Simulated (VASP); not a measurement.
# BN (P6_3/mmc) in VASP: a series of runs, part 2 of 2

VASP 6.6.1. The steps go on from the part before.

**3. Single point, PBEsol (volume 9.776 Å^3 an atom, c/a of the conventional cell 2.5510)**

Input file INCAR:

```
ALGO = Normal
EDIFF = 1E-6
ENCUT = 520
GGA = PS
ISIF = 2
ISMEAR = 0
LASPH = T
LCHARG = F
LREAL = F
LWAVE = F
NBANDS = 16
NELM = 80
PREC = Accurate
SIGMA = 0.05
```

Input file KPOINTS:

```
k-points
0
Gamma
  12 12 4
```

Input file POSCAR:

```
BN
1.0
    2.6061137322      0.0000000000      0.0000000000
   -1.3030568661      2.2569606973      0.0000000000
    0.0000000000      0.0000000000      6.6481961309
B N
2 2
Direct
    0.3333333333      0.6666666667      0.2500000000
    0.6666666667      0.3333333333      0.7500000000
    0.3333333333      0.6666666667      0.7500000000
    0.6666666667      0.3333333333      0.2500000000
```

Potentials or basis: VASP PAW PBE potentials, release 64 (B, N).

Launch:

```
$ cat potpaw_PBE.64/B/POTCAR potpaw_PBE.64/N/POTCAR > POTCAR
$ mpirun -np 1 vasp_std > vasp.out
```

OUTCAR:

```text
EDIFF = 1E-6
   ENCUT = 520
   GGA = PS
   ISIF = 2
   ISMEAR = 0
   LASPH = T
   LREAL = F
   NELM = 80
   PREC = Accurate

 ion  position               nearest neighbor table
   1  0.333  0.667  0.250-   4 1.50   4 1.50   4 1.50
   2  0.667  0.333  0.750-   3 1.50   3 1.50   3 1.50
   3  0.333  0.667  0.750-   2 1.50   2 1.50   2 1.50
   4  0.667  0.333  0.250-   1 1.50   1 1.50   1 1.50

  LATTYP: Found a hexagonal cell.
 ALAT       =     2.6061137322
 C/A-ratio  =     2.5510000000

  Lattice vectors:

 A1 = (   2.6061137322,   0.0000000000,   0.0000000000)
 A2 = (  -1.3030568661,   2.2569606973,   0.0000000000)
 A3 = (   0.0000000000,   0.0000000000,   6.6481961309)

Analysis of symmetry for initial positions (statically):
=====================================================================
 Subroutine PRICEL returns:
 Original cell was already a primitive cell.

 Routine SETGRP: Setting up the symmetry group for a
 hexagonal supercell.

 Subroutine GETGRP returns: Found 24 space group operations
 (whereof 12 operations were pure point group operations)
 out of a pool of 24 trial point group operations.

The static configuration has the point symmetry D_3d.
 The point group associated with its full space group is D_6h.

Analysis of symmetry for dynamics (positions and initial velocities):
=====================================================================
 Subroutine PRICEL returns:
 Original cell was already a primitive cell.

 Routine SETGRP: Setting up the symmetry group for a
 hexagonal supercell.

 Subroutine GETGRP returns: Found 24 space group operations
 (whereof 12 operations were pure point group operations)
 out of a pool of 24 trial point group operations.

The dynamic configuration has the point symmetry D_3d.
 The point group associated with its full space group is D_6h.

 Subroutine INISYM returns: Found 24 space group operations
 (whereof 12 operations are pure point group operations),
 and found     1 'primitive' translations

----------------------------------------------------------------------------------------

                                     Primitive cell

  volume of cell :      39.1040

  direct lattice vectors                    reciprocal lattice vectors
     2.606113732  0.000000000  0.000000000     0.383713108  0.221536866  0.000000000
    -1.303056866  2.256960697  0.000000000     0.000000000  0.443073732  0.000000000
     0.000000000  0.000000000  6.648196131     0.000000000  0.000000000  0.150416742

  length of vectors
     2.606113732  2.606113732  6.648196131     0.443073732  0.443073732  0.150416742

  position of ions in fractional coordinates (direct lattice)
     0.333333333  0.666666667  0.250000000
     0.666666667  0.333333333  0.750000000
     0.333333333  0.666666667  0.750000000
     0.666666667  0.333333333  0.250000000

  ion indices of the primitive-cell ions
   primitive index   ion index
                 1           1
                 2           2
                 3           3
[... 24 lines left out ...]
 ===========================================

 Found     57 irreducible k-points:

 Following reciprocal coordinates:
            Coordinates               Weight
  0.000000  0.000000  0.000000      1.000000
  0.083333  0.000000  0.000000      6.000000
  0.166667  0.000000  0.000000      6.000000
  0.250000  0.000000  0.000000      6.000000
  0.333333  0.000000  0.000000      6.000000
  0.416667  0.000000  0.000000      6.000000
[... 16 lines left out ...]
  0.250000  0.000000  0.250000     12.000000
  0.333333  0.000000  0.250000     12.000000
 [... further k-points ...]
   k-points           NKPTS =     57   k-points in BZ     NKDIM =     57   number of bands    NBANDS=     16
   number of dos      NEDOS =    301   number of ions     NIONS =      4
   total plane-waves  NPLWV =  20000
   dimension x,y,z NGX =    20 NGY =   20 NGZ =   50
   dimension x,y,z NGXF=    40 NGYF=   40 NGZF=  100
   ions per type =               2   2
   NGX,Y,Z   is equivalent  to a cutoff of  12.76, 12.76, 12.50 a.u.
   NGXF,Y,Z  is equivalent  to a cutoff of  25.52, 25.52, 25.01 a.u.
 SYSTEM =  unknown system
   PREC   = accura    normal or accurate (medium, high low for compatibility)
   ISTART =      0    job   : 0-new  1-cont  2-samecut
   ICHARG =      2    charge: 1-file 2-atom 10-const
   ISPIN  =      1    spin polarized calculation?
   LNONCOLLINEAR =      F non collinear calculations
   LSORBIT =      F    spin-orbit coupling
   LASPH  =      T    aspherical Exc in radial PAW
   ENCUT  =  520.0 eV  38.22 Ry    6.18 a.u.   4.85  4.85 12.36*2*pi/ulx,y,z
   NELM   =     80;   NELMIN=  2; NELMDL= -5     # of ELM steps
   EDIFF  = 0.1E-05   stopping-criterion for ELM
   LREAL  =      F    real-space projection
   EDIFFG = 0.1E-04   stopping-criterion for IOM
   NSW    =      0    number of steps for IOM
   IBRION =     -1    ionic relax: 0-MD 1-quasi-New 2-CG
   NFREE  =      0    steps in history (QN), initial steepest desc. (CG)
   ISIF   =      2    stress and relaxation
   ISYM   =      2    0-nonsym 1-usesym 2-fastsym
   POTIM  = 0.5000    time-step for ionic-motion
   TEBEG  =    0.0;   TEEND  =   0.0 temperature during run
   PSTRESS=    0.0 pullay stress
   NELECT =      16.0000    total number of electrons
   NUPDOWN=      -1.0000    fix difference up-down
   EMIN   =  10.00;   EMAX   =-10.00  energy-range for DOS
   EFERMI =   0.00;   METHOD = LEGACY
   ISMEAR =     0;   SIGMA  =   0.05  broadening in eV -4-tet -1-fermi 0-gaus
   EFERMI_NEDOS =   21; number of points for ismear=-14 and -15
   IALGO  =     38    algorithm
   IMIX   =      4    mixing-type and parameters
     AMIX     =   0.40;   BMIX     =  1.00
     AMIX_MAG =   1.60;   BMIX_MAG =  1.00
  volume/ion in A,a.u.               =       9.78        65.97
  Fermi-wavevector in a.u.,A,eV,Ry     =   1.215368  2.296712 20.097426  1.477119
  Thomas-Fermi vector in A             =   2.350757
   LORBIT       =      0    0 simple, 1 ext, 2 COOP (PROOUT), +10 PAW based schemes
   GGA     = PS    functional components
   LHFCALC =     F    Hartree Fock is set to
   AEXX    =    0.0000 exact exchange contribution
   IVDW    =     0    specifies the selected vdW correction
   LEPSILON=     F    determine dielectric tensor
   LRPA    =     F    only Hartree local field effects (RPA)
 non-spin polarized calculation
 Gauss-broadening in eV      SIGMA  =   0.05
  energy-cutoff  :      520.00
  volume of cell :       39.10
 maximum number of plane-waves:      1074
 NGX is ok and might be reduce to    20
   NGX =  9   NGY =  9   NGZ = 25

 number of electron      15.9999998 magnetization

 Free energy of the ion-electron system (eV)
  ---------------------------------------------------
  ext. energy  EPLUGINS =         0.00000000
  ---------------------------------------------------
  free energy    TOTEN  =       -36.21614339 eV

  energy without entropy =      -36.21614339  energy(sigma->0) =      -36.21614339

 E-fermi :   1.9535     XC(G=0): -10.0496

 val. band max:        1.7169988658   @ k =   0.3333   0.2500   0.0000
 cond. band min:       5.6661063036   @ k =   0.5000   0.0000   0.0000
 fundamental gap:      3.9491074378
 Fermi energy:         1.9535384267

 k-point     1 :       0.0000    0.0000    0.0000
  band No.  band energies     occupation
      1     -15.3825      2.00000
      2     -15.0697      2.00000
      3      -4.0382      2.00000
      4      -1.7896      2.00000
      5       0.2571      2.00000
      6       0.2571      2.00000
[... 433 lines left out ...]
      3      -4.9480      2.00000
      4      -4.8807      2.00000
      5      -1.7578      2.00000
      6      -1.7049      2.00000
[... 8 lines left out ...]
     15      17.1503      0.00000
     16      18.4473      0.00000

 [... further k-points ...]

------------------------ aborting loop because EDIFF is reached ----------------------------------------

  FORCE on cell =-STRESS in cart. coord.  units (eV):
  Direction    XX          YY          ZZ          XY          YZ          ZX
  --------------------------------------------------------------------------------------
  -------------------------------------------------------------------------------------
  Total       -8.6943824     -8.6943824      0.1199900      0.0000000     -0.0000000      0.0000000
  in kB     -356.2280687   -356.2280687      4.9162537      0.0000000     -0.0000000      0.0000000
  external PRESSURE =    -235.8466279 kB  Pullay stress =       0.0000000 kB

 VOLUME and BASIS-vectors are now :
 -----------------------------------------------------------------------------
  energy-cutoff  :      520.00
  volume of cell :       39.10
      direct lattice vectors                 reciprocal lattice vectors
     2.606113732  0.000000000  0.000000000     0.383713108  0.221536866  0.000000000
    -1.303056866  2.256960697  0.000000000     0.000000000  0.443073732  0.000000000
     0.000000000  0.000000000  6.648196131     0.000000000  0.000000000  0.150416742

 POSITION                                       TOTAL-FORCE (eV/Angst)
 -----------------------------------------------------------------------------------
     -0.00000      1.50464      1.66205         0.000000     -0.000000      0.000000
      1.30306      0.75232      4.98615        -0.000000      0.000000      0.000000
     -0.00000      1.50464      4.98615         0.000000      0.000000      0.000000
      1.30306      0.75232      1.66205         0.000000     -0.000000      0.000000
 -----------------------------------------------------------------------------------
    total drift:                               -0.000000      0.000000      0.000000

  FREE ENERGIE OF THE ION-ELECTRON SYSTEM (eV)
  ---------------------------------------------------
  free  energy   TOTEN  =       -36.2161433916 eV

  energy  without entropy=      -36.2161433916  energy(sigma->0) =      -36.21614339
```

stdout:

```text
POSCAR found type information on POSCAR B N
 POSCAR found :  2 types and       4 ions
 scaLAPACK will be used
 -----------------------------------------------------------------------------
|                                                                             |
|                                                                             |
|     You enforced a specific xc type in the INCAR file but a different       |
|     I HOPE YOU KNOW WHAT YOU ARE DOING!                                     |
|                                                                             |
 -----------------------------------------------------------------------------

 LDA part: xc-table for (Slater+PW92), standard interpolation
 POSCAR, INCAR and KPOINTS ok, starting setup
 FFT: planning ... GRIDC
 FFT: planning ... GRID_SOFT
 FFT: planning ... GRID
 WAVECAR not read
 entering main loop
```

Wall time 23 s (1 thread of Intel Xeon Platinum 8559C (Emerald Rapids), shared host); peak memory 0.16 GiB.

Results:

```
Free energy            : -36.2161 eV
Pressure               : -23.6 GPa
Band gap on the k mesh : 3.95 eV, indirect (least direct gap 4.28 eV)
```

Stress tensor (GPa, compression positive):
```
-35.62   0.00   0.00
  0.00 -35.62   0.00
  0.00   0.00   0.49
```

Caveat: the PAW data sets were made with another functional, which shifts forces and pressure a little; this functional lacks dispersion, which binds the layers, so the pressure and a relaxed spacing across them are unreliable.

**4. Single point, PBEsol (volume 10.005 Å^3 an atom, c/a of the conventional cell 3.1694)**

Input file INCAR:

```
SYSTEM = BN
ALGO = Normal
EDIFF = 1E-7
ENCUT = 520
GGA = PS
ISIF = 2
ISMEAR = 0
LASPH = .TRUE.
LCHARG = .FALSE.
LREAL = .FALSE.
LWAVE = .FALSE.
NBANDS = 16
NELM = 100
PREC = Accurate
SIGMA = 0.05
```

Input file KPOINTS:

```
k-points
0
G
  12 12 4
  0 0 0
```

Input file POSCAR:

```
BN
1.0
    2.4429981214      0.0000000000      0.0000000000
   -1.2214990607      2.1156984345      0.0000000000
    0.0000000000      0.0000000000      7.7428382458
B N
2 2
Direct
    0.3333333333      0.6666666667      0.2500000000
    0.6666666667      0.3333333333      0.7500000000
    0.3333333333      0.6666666667      0.7500000000
    0.6666666667      0.3333333333      0.2500000000
```

Launch:

```
$ cat potpaw_PBE.64/B/POTCAR potpaw_PBE.64/N/POTCAR > POTCAR
$ mpirun -np 1 vasp_std > vasp.out
```

Wall time 25 s (1 thread of Intel Xeon Platinum 8559C (Emerald Rapids), shared host); peak memory 0.15 GiB.

The run converged. Its results:

* Free energy: -36.4030 eV
* Pressure: 17.2 GPa
* Band gap on the k mesh: 4.39 eV, indirect (least direct gap 4.80 eV)

Stress tensor (GPa, compression positive):
```
26.05  0.00  0.00
 0.00 26.05  0.00
 0.00  0.00 -0.47
```

Levels at points of the mesh, in eV from the valence-band top:
| k point | band 5 | band 6 | band 7 | band 8 | band 9 | band 10 | band 11 | band 12 |
| --- | --- | --- | --- | --- | --- | --- | --- | --- |
| (0.00, 0.00, 0.00) | -1.22 | -1.22 | -1.21 | -1.21 | 4.39 | 8.43 | 11.66 | 12.16 |
| (0.50, 0.00, 0.00) | -4.24 | -4.23 | -1.19 | -0.80 | 4.55 | 5.24 | 10.08 | 10.73 |
| (0.00, 0.00, 0.50) | -1.22 | -1.22 | -1.22 | -1.22 | 6.01 | 6.01 | 12.18 | 12.18 |
| (0.50, 0.00, 0.50) | -4.24 | -4.24 | -1.00 | -1.00 | 4.84 | 4.84 | 10.51 | 10.51 |

Caveat: the PAW data sets were made with another functional, which shifts forces and pressure a little; this functional lacks dispersion, which binds the layers, so the pressure and a relaxed spacing across them are unreliable. A k mesh can miss the band edges.

**5. Overview**

| cell | gap on the mesh (eV) | pressure (GPa) |
| --- | --- | --- |
| a = 2.524, b = 2.524, c = 7.090 Å, angles 90.0, 90.0, 120.0°, 4 atoms | 4.24 | -4.8 |
| a = 2.606, b = 2.606, c = 6.648 Å, angles 90.0, 90.0, 120.0°, 4 atoms | 3.95 | -23.6 |
| a = 2.443, b = 2.443, c = 7.743 Å, angles 90.0, 90.0, 120.0°, 4 atoms | 4.39 | 17.2 |

Alike in all rows: task single point; level PBEsol; potentials or basis VASP PAW PBE potentials, release 64 (B, N); no spin polarisation; k mesh 12 × 12 × 4; cutoff (eV) 520; smearing gaussian 0.05 eV.

Caveats: the PAW data sets were made with another functional, which shifts forces and pressure a little; this functional lacks dispersion, which binds the layers, so the pressure and a relaxed spacing across them are unreliable.

Total energies depend on the potentials used, so only differences within one code and one set of settings carry meaning.
